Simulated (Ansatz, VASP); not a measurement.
CuNi2 in VASP and in Ansatz

```
CELL_PARAMETERS angstrom
4.33547 0.00000 0.00000
-2.16774 3.75463 0.00000
0.00000 0.00000 4.13708
ATOMIC_POSITIONS crystal
Cu 0.66667 0.33333 0.00000
Cu 0.33333 0.66667 0.00000
Ni 0.00000 0.00000 0.00000
Ni 0.00000 0.32778 0.50000
Ni 0.67222 0.67222 0.50000
Ni 0.32778 0.00000 0.50000
```

Alike in both runs: task single point; functional PBE; k mesh 12 × 12 × 10; occupations gaussian, width 0.1 eV; collinear spin.

|  | VASP | Ansatz |
| --- | --- | --- |
| version | VASP 6.6.1 | Ansatz 0.2.0 |
| potentials or method | VASP PAW PBE potentials, release 64 (Cu, Ni), cutoff 520 eV | scalar-relativistic, plane waves, PAW |
| valence electrons in the cell | 62 | 110 |

|  | VASP | Ansatz | Ansatz less VASP |
| --- | --- | --- | --- |
| gap on the k mesh at the Fermi level (eV) | none | none | - |
| pressure (GPa) | 0.2 | 0.0 | -0.18 |
| net moment per atom (μB) | 0.27 | 0.29 | +0.012 |
| size of the moment on the site where the two differ most (μB) | 0.45 | 0.48 | +0.034 |

Site moments also hang on the region over which each program counts them. A gap of «none» marks a metal or a gap that the smearing closes. With one functional, cell and mesh, what is left measures potentials, basis and numerics. VASP's potentials hold 62 valence electrons a cell and Ansatz's 110, so a difference there can come from the potentials and not from the codes. Ansatz's warnings: stability check not made.
